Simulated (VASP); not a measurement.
H2Se:

```xyz
6
Lattice="5.9391 0.0000 0.0000 0.0000 5.9391 0.0000 0.0000 0.0000 2.9177" Properties=species:S:1:pos:R:3 pbc="T T T"
H     2.2697    2.2697    0.0000
H     0.6998    5.2392    1.4589
H     3.6694    3.6694    0.0000
H     5.2392    0.6998    1.4589
Se    0.0000    0.0000    0.0000
Se    2.9695    2.9695    1.4589
```

| Item | Value |
| --- | --- |
| Program | VASP 6.6.1 |
| Task | relaxation of cell and atoms |
| Functional | PBE |
| Potentials or basis | VASP PAW PBE potentials, release 64 (H, Se) |
| Cutoff | 600 eV |
| k mesh | 6 × 6 × 12 |
| Occupations | gaussian, width 0.1 eV |
| Spin | no spin polarisation |

At the start: pressure 2.3 GPa; volume 17.15 Å³/atom.

Task: How do energy, volume and symmetry change on relaxing?

Result: Over 22 steps the energy falls by 20.4 meV/atom and the volume is 13.99 Å³/atom (-18.4 %); space group P4_2/mnm (No. 136, to 0.1 Å) before and after.

Step by step:
```csv
step,energy change (eV),largest force (eV/Å),pressure (GPa),volume (Å³)
1,0.0000,0.0416,2.30,102.92
2,-0.0748,0.1592,-1.34,106.57
3,-0.0809,0.1407,-0.62,105.77
4,-0.0876,0.0709,-0.45,104.95
5,-0.0915,0.0398,-0.17,103.68
6,-0.0922,0.0423,-0.09,103.26
7,-0.0932,0.0479,0.09,102.38
8,-0.0934,0.0599,0.46,100.64
9,-0.0936,0.0548,0.31,101.36
10,-0.0938,0.0544,0.30,101.29
11,-0.0942,0.0528,0.30,101.08
12,-0.0952,0.0499,0.29,100.66
13,-0.0970,0.0444,0.28,99.83
14,-0.1006,0.0346,0.26,98.17
15,-0.1072,0.0208,0.24,94.89
16,-0.1179,0.0132,0.35,88.49
17,-0.0966,0.0684,1.79,76.37
18,-0.1194,0.0469,0.61,86.14
19,-0.1196,0.0493,0.79,83.67
20,-0.1185,0.0209,-0.69,83.96
21,-0.1224,0.0158,0.10,83.80
22,-0.1226,0.0036,0.06,83.96
```

Final structure:
```yaml
crystal:
  lattice:
    - [5.27186, 0.00000, 0.00000]
    - [0.00000, 5.27186, 0.00000]
    - [0.00000, 0.00000, 3.02083]
  atoms:
    - { symbol: H, position: [0.36683, 0.36683, 0.00000] }
    - { symbol: H, position: [0.13317, 0.86683, 0.50000] }
    - { symbol: H, position: [0.63317, 0.63317, 0.00000] }
    - { symbol: H, position: [0.86683, 0.13317, 0.50000] }
    - { symbol: Se, position: [0.00000, 0.00000, 0.00000] }
    - { symbol: Se, position: [0.50000, 0.50000, 0.50000] }
```

Caveat: the volume moved by over 15 % at a fixed basis, so the end points are rough.
